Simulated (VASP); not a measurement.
# Os (Pm-3m) in VASP: further runs

Os is run at these levels: PBE; tasks: single point, relaxation of cell and atoms.

Everything below comes from runs of VASP 6.6.1. Logs are shortened: lines on timing, memory, paths and dates and some standing lists are left out, and cuts for length are marked.

### Step 1. The cell of the first run

It takes space group Pm-3m (No. 221, cubic). Conventional cell: a = 2.204 Å, b = 2.204 Å, c = 2.204 Å, α = 90.00°, β = 90.00°, γ = 90.00°. Os (site symmetry m-3m) has 6 Os at 2.20 Å within 2.9 Å.

This isn't the form of Os at room conditions, which is hcp.

### Step 2. Single point, PBE

Contents of INCAR:

```
SYSTEM = Os
  ALGO = Normal
  EDIFF = 1E-7
  ENCUT = 520
  GGA = PE
  ISIF = 2
  ISMEAR = -1
  LASPH = .True.
  LCHARG = .True.
  LELF = .True.
  LREAL = .False.
  LVHAR = .True.
  LWAVE = .False.
  NBANDS = 10
  NELM = 100
  PREC = Accurate
  SIGMA = 0.1
```

Contents of KPOINTS:

```
k-points
0
Gamma
  17 17 17
  0 0 0
```

Contents of POSCAR:

```
Os
1.0
    2.2041312066      0.0000000000      0.0000000000
    0.0000000000      2.2041312066      0.0000000000
    0.0000000000      0.0000000000      2.2041312066
Os
1
Direct
    0.0000000000      0.0000000000      0.0000000000
```

Potentials or basis: VASP PAW PBE potentials, release 64 (Os).

On the command line:

```sh
$ cat potpaw_PBE.64/Os/POTCAR > POTCAR
$ mpirun -np 1 vasp_std > vasp.out
```

OUTCAR:

```text
SYSTEM = Os
   EDIFF = 1E-7
   ENCUT = 520
   GGA = PE
   ISIF = 2
   ISMEAR = -1
   LASPH = .True.
   LREAL = .False.
   NELM = 100
   PREC = Accurate

 ion  position               nearest neighbor table
   1  0.000  0.000  0.000-

  LATTYP: Found a simple cubic cell.
 ALAT       =     2.2041312066

  Lattice vectors:

 A1 = (   2.2041312066,   0.0000000000,   0.0000000000)
 A2 = (   0.0000000000,   2.2041312066,   0.0000000000)
 A3 = (   0.0000000000,   0.0000000000,   2.2041312066)

Analysis of symmetry for initial positions (statically):
=====================================================================
 Subroutine PRICEL returns:
 Original cell was already a primitive cell.

 Routine SETGRP: Setting up the symmetry group for a
 simple cubic supercell.

 Subroutine GETGRP returns: Found 48 space group operations
 (whereof 48 operations were pure point group operations)
 out of a pool of 48 trial point group operations.

The static configuration has the point symmetry O_h .

Analysis of symmetry for dynamics (positions and initial velocities):
=====================================================================
 Subroutine PRICEL returns:
 Original cell was already a primitive cell.

 Routine SETGRP: Setting up the symmetry group for a
 simple cubic supercell.

 Subroutine GETGRP returns: Found 48 space group operations
 (whereof 48 operations were pure point group operations)
 out of a pool of 48 trial point group operations.

The dynamic configuration has the point symmetry O_h .

 Subroutine INISYM returns: Found 48 space group operations
 (whereof 48 operations are pure point group operations),
 and found     1 'primitive' translations

----------------------------------------------------------------------------------------

                                     Primitive cell

  volume of cell :      10.7081

  direct lattice vectors                    reciprocal lattice vectors
     2.204131207  0.000000000  0.000000000     0.453693499  0.000000000  0.000000000
     0.000000000  2.204131207  0.000000000     0.000000000  0.453693499  0.000000000
     0.000000000  0.000000000  2.204131207     0.000000000  0.000000000  0.453693499

  length of vectors
     2.204131207  2.204131207  2.204131207     0.453693499  0.453693499  0.453693499

  position of ions in fractional coordinates (direct lattice)
     0.000000000  0.000000000  0.000000000

  ion indices of the primitive-cell ions
   primitive index   ion index
                 1           1

----------------------------------------------------------------------------------------

 KPOINTS: k-points

Automatic generation of k-mesh.
 Grid dimensions read from file:
 generate k-points for:   17   17   17

 Generating k-lattice:

  Cartesian coordinates                     Fractional coordinates (reciprocal lattice)
     0.026687853  0.000000000  0.000000000     0.058823529  0.000000000  0.000000000
     0.000000000  0.026687853  0.000000000     0.000000000  0.058823529  0.000000000
     0.000000000  0.000000000  0.026687853     0.000000000  0.000000000  0.058823529

  Length of vectors
     0.026687853  0.026687853  0.026687853

  Shift w.r.t. Gamma in fractional coordinates (k-lattice)
     0.000000000  0.000000000  0.000000000

 Subroutine IBZKPT returns following result:
 ===========================================

 Found    165 irreducible k-points:

 Following reciprocal coordinates:
            Coordinates               Weight
  0.000000  0.000000  0.000000      1.000000
  0.058824  0.000000  0.000000      6.000000
  0.117647  0.000000  0.000000      6.000000
  0.176471  0.000000  0.000000      6.000000
  0.235294  0.000000  0.000000      6.000000
  0.294118  0.000000  0.000000      6.000000
[... 16 lines left out ...]
  0.411765  0.117647  0.000000     24.000000
  0.470588  0.117647  0.000000     24.000000
 [... further k-points ...]
   k-points           NKPTS =    165   k-points in BZ     NKDIM =    165   number of bands    NBANDS=     10
   number of dos      NEDOS =    301   number of ions     NIONS =      1
   total plane-waves  NPLWV =   4096
   dimension x,y,z NGX =    16 NGY =   16 NGZ =   16
   dimension x,y,z NGXF=    32 NGYF=   32 NGZF=   32
   ions per type =               1
   NGX,Y,Z   is equivalent  to a cutoff of  12.07, 12.07, 12.07 a.u.
   NGXF,Y,Z  is equivalent  to a cutoff of  24.14, 24.14, 24.14 a.u.
 SYSTEM =  Os
   PREC   = accura    normal or accurate (medium, high low for compatibility)
   ISTART =      0    job   : 0-new  1-cont  2-samecut
   ICHARG =      2    charge: 1-file 2-atom 10-const
   ISPIN  =      1    spin polarized calculation?
   LNONCOLLINEAR =      F non collinear calculations
   LSORBIT =      F    spin-orbit coupling
   LASPH  =      T    aspherical Exc in radial PAW
   ENCUT  =  520.0 eV  38.22 Ry    6.18 a.u.   4.10  4.10  4.10*2*pi/ulx,y,z
   NELM   =    100;   NELMIN=  2; NELMDL= -5     # of ELM steps
   EDIFF  = 0.1E-06   stopping-criterion for ELM
   LREAL  =      F    real-space projection
   EDIFFG = 0.1E-05   stopping-criterion for IOM
   NSW    =      0    number of steps for IOM
   IBRION =     -1    ionic relax: 0-MD 1-quasi-New 2-CG
   NFREE  =      0    steps in history (QN), initial steepest desc. (CG)
   ISIF   =      2    stress and relaxation
   ISYM   =      2    0-nonsym 1-usesym 2-fastsym
   POTIM  = 0.5000    time-step for ionic-motion
   TEBEG  =    0.0;   TEEND  =   0.0 temperature during run
   PSTRESS=    0.0 pullay stress
   NELECT =       8.0000    total number of electrons
   NUPDOWN=      -1.0000    fix difference up-down
   EMIN   =  10.00;   EMAX   =-10.00  energy-range for DOS
   EFERMI =   0.00;   METHOD = LEGACY
   ISMEAR =    -1;   SIGMA  =   0.10  broadening in eV -4-tet -1-fermi 0-gaus
   EFERMI_NEDOS =   21; number of points for ismear=-14 and -15
   IALGO  =     38    algorithm
   IMIX   =      4    mixing-type and parameters
     AMIX     =   0.40;   BMIX     =  1.00
     AMIX_MAG =   1.60;   BMIX_MAG =  1.00
  volume/ion in A,a.u.               =      10.71        72.26
  Fermi-wavevector in a.u.,A,eV,Ry     =   1.485482  2.807154 30.023387  2.206657
  Thomas-Fermi vector in A             =   2.598888
   LORBIT       =      0    0 simple, 1 ext, 2 COOP (PROOUT), +10 PAW based schemes
   GGA     = PE    functional components
   LHFCALC =     F    Hartree Fock is set to
   AEXX    =    0.0000 exact exchange contribution
   IVDW    =     0    specifies the selected vdW correction
   LEPSILON=     F    determine dielectric tensor
   LRPA    =     F    only Hartree local field effects (RPA)
 non-spin polarized calculation
  energy-cutoff  :      520.00
  volume of cell :       10.71
 maximum number of plane-waves:       298
   NGX =  9   NGY =  9   NGZ =  9

 number of electron       8.0000002 magnetization

 Free energy of the ion-electron system (eV)
  ---------------------------------------------------
  ext. energy  EPLUGINS =         0.00000000
  ---------------------------------------------------
  free energy    TOTEN  =        -5.57155299 eV

  energy without entropy =       -5.54944426  energy(sigma->0) =       -5.56049863

 E-fermi :  14.5050     XC(G=0): -15.4495

 val. band max:       14.5034523607   @ k =   0.2353   0.1765   0.1176
 cond. band min:      14.5175845412   @ k =   0.2941   0.1765   0.0588
 fundamental gap:      0.0141321806
 Fermi energy:        14.5049847594

 k-point     1 :       0.0000    0.0000    0.0000
  band No.  band energies     occupation
      1       0.9605      2.00000
      2       3.7724      2.00000
      3       3.7724      2.00000
      4      18.9731      0.00000
      5      18.9731      0.00000
      6      18.9731      0.00000
      7      33.5613      0.00000
      8      33.5613      0.00000
      9      33.5613      0.00000
     10      42.2712      0.00000

 k-point     2 :       0.0588    0.0000    0.0000
  band No.  band energies     occupation
      1       1.1449      2.00000
      2       3.8197      2.00000
      3       4.0210      2.00000
      4      18.6199      0.00000
      5      18.6199      0.00000
      6      18.9978      0.00000
      7      32.6422      0.00000
      8      33.9812      0.00000
      9      33.9812      0.00000
     10      42.8221      0.00000

 k-point     3 :       0.1176    0.0000    0.0000
  band No.  band energies     occupation
      1       1.6194      2.00000
      2       3.9574      2.00000
      3       4.8021      2.00000
      4      17.7033      0.00000
      5      17.7033      0.00000
      6      19.0689      0.00000
      7      30.7021      0.00000
      8      35.0810      0.00000
      9      35.0810      0.00000
     10      39.9309      0.00000

 k-point     4 :       0.1765    0.0000    0.0000
  band No.  band energies     occupation
      1       2.2335      2.00000
      2       4.1724      2.00000
      3       6.1338      2.00000
      4      16.5069      0.00000
      5      16.5069      0.00000
      6      19.1782      0.00000
      7      28.6447      0.00000
      8      36.5393      0.00000
      9      36.5393      0.00000
     10      37.3449      0.00000
[... 222 lines left out ...]
 k-point    22 :       0.3529    0.1176    0.0000
  band No.  band energies     occupation
      1       4.7486      2.00000
      2       6.0264      2.00000
      3       9.5301      2.00000
      4      13.3946      1.99997
      5      14.1448      1.94692
      6      18.4781      0.00000
      7      26.2017      0.00000
      8      32.9921      0.00000
      9      36.9552      0.00000
     10      42.7974      0.00000

 k-point    23 :       0.4118    0.1176    0.0000
  band No.  band energies     occupation
      1       5.2229      2.00000
      2       6.4091      2.00000
      3       9.0911      2.00000
      4      12.7673      2.00000
      5      14.9764      0.01778
      6      18.5945      0.00000
      7      26.5255      0.00000
      8      32.0451      0.00000
      9      37.8565      0.00000
     10      43.0850      0.00000

 k-point    24 :       0.4706    0.1176    0.0000
  band No.  band energies     occupation
      1       5.4796      2.00000
      2       6.7270      2.00000
      3       8.6707      2.00000
      4      12.4451      2.00000
      5      15.3957      0.00027
      6      18.6580      0.00000
      7      27.2275      0.00000
      8      31.5354      0.00000
      9      38.7156      0.00000
     10      40.5491      0.00000

 [... further k-points ...]

------------------------ aborting loop because EDIFF is reached ----------------------------------------

  FORCE on cell =-STRESS in cart. coord.  units (eV):
  Direction    XX          YY          ZZ          XY          YZ          ZX
  --------------------------------------------------------------------------------------
  -------------------------------------------------------------------------------------
  Total       22.2196082     22.2196082     22.2196082     -0.0000000     -0.0000000      0.0000000
  in kB     3324.5636267   3324.5636267   3324.5636267     -0.0000000     -0.0000000      0.0000000
  external PRESSURE =    3324.5636267 kB  Pullay stress =       0.0000000 kB

 VOLUME and BASIS-vectors are now :
 -----------------------------------------------------------------------------
  energy-cutoff  :      520.00
  volume of cell :       10.71
      direct lattice vectors                 reciprocal lattice vectors
     2.204131207  0.000000000  0.000000000     0.453693499  0.000000000  0.000000000
     0.000000000  2.204131207  0.000000000     0.000000000  0.453693499  0.000000000
     0.000000000  0.000000000  2.204131207     0.000000000  0.000000000  0.453693499

 POSITION                                       TOTAL-FORCE (eV/Angst)
 -----------------------------------------------------------------------------------
      0.00000      0.00000      0.00000         0.000000      0.000000      0.000000
 -----------------------------------------------------------------------------------
    total drift:                                0.000000      0.000000     -0.000000

  FREE ENERGIE OF THE ION-ELECTRON SYSTEM (eV)
  ---------------------------------------------------
  free  energy   TOTEN  =        -5.5715529906 eV

  energy  without entropy=       -5.5494442599  energy(sigma->0) =       -5.56049863
```

Wall time 7.4 s (1 thread of AMD EPYC 9R45 (Zen 5), shared host); peak memory 0.1 GiB.

Results:

```yaml
Free_energy: -5.5716 eV
Pressure: 332.5 GPa
Band_gap_on_the_k_mesh: zero (bands 4 and 5 overlap by 8.73 eV)
```

Caveat: the cell stands under pressure; spin-orbit coupling is left out, which moves the levels of the heavy elements.

(Continued in part 2 of 2.)
